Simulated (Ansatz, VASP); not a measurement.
One calculation of Co, two programs

File INCAR:

```
SYSTEM = Co
PREC     = Accurate       ! precision mode
ENCUT    = 520            ! plane-wave cutoff, eV
EDIFF    = 1E-6           ! SCF threshold, eV
ISMEAR   = -1             ! smearing method
SIGMA    = 0.1            ! smearing width, eV
LREAL    = .False.        ! projectors in reciprocal space
LASPH    = .True.         ! aspherical terms in the spheres
NELM     = 150            ! most SCF steps
ALGO     = Normal         ! electronic algorithm
ISIF     = 2              ! what is computed and relaxed
LWAVE    = .False.        ! write WAVECAR
LCHARG   = .False.        ! write CHGCAR
ISPIN    = 2              ! spin polarisation
MAGMOM   = 3 -3           ! initial moments
LORBIT   = 11             ! projections on sites
LMAXMIX  = 4              ! l up to which the mixer works
GGA      = PE             ! functional
NBANDS   = 20             ! bands
```

File KPOINTS:

```
Automatic mesh
0
Gamma
  7 14 14
  0 0 0
```

Contents of POSCAR:

```
Co
1.0
    0.0000000000      3.5921000000      3.5921000000
    1.7960500000      0.0000000000      1.7960500000
    1.7960500000      1.7960500000      0.0000000000
Co
2
Direct
    0.0000000000      0.0000000000      0.0000000000
    0.5000000000      0.0000000000      0.0000000000
```

Input for Ansatz:

```yaml
crystal:
  lattice:
    - [0.0, 3.5921, 3.5921]
    - [1.79605, 0.0, 1.79605]
    - [1.79605, 1.79605, 0.0]
  atoms:
    - { symbol: Co, position: [0.0, 0.0, 0.0], spin: 3.0 }
    - { symbol: Co, position: [0.5, 0.0, 0.0], spin: -3.0 }
magnetization:
  spin_polarized: true
hamiltonian:
  xc: pbe
  pseudopotentials: { kind: paw }
basis:
  ecutwfc: 420
kpoints:
  mp_grid: { grid: [7, 14, 14] }
scf:
  occupations: { method: fermi_dirac, width: 0.1 }
  lower_state_search: "off"
output:
  forces: true
  stress: true
```

Alike in both runs: task single point; functional PBE; k mesh 7 × 14 × 14; occupations fermi-dirac, width 0.1 eV; collinear spin.

```csv
,VASP,Ansatz
version,VASP 6.6.1,Ansatz 0.2.0
potentials or method,"VASP PAW PBE potentials, release 64 (Co), cutoff 520 eV","PAW, plane waves, scalar-relativistic"
valence electrons in the cell,18,34
```

```csv
,VASP,Ansatz,Ansatz less VASP
pressure (GPa),-15.2,-14.9,+0.26
"traceless stress, the component that is largest in VASP (GPa)",-1.72,-1.76,-0.039
net moment per atom (μB),0.00,0.00,0.000
size of the moment on the site where the two differ most (μB),1.21,1.23,+0.021
```

Site moments also hang on the region over which each program counts them. VASP's potentials hold 18 valence electrons a cell and Ansatz's 34, so a difference there can come from the potentials and not from the codes.
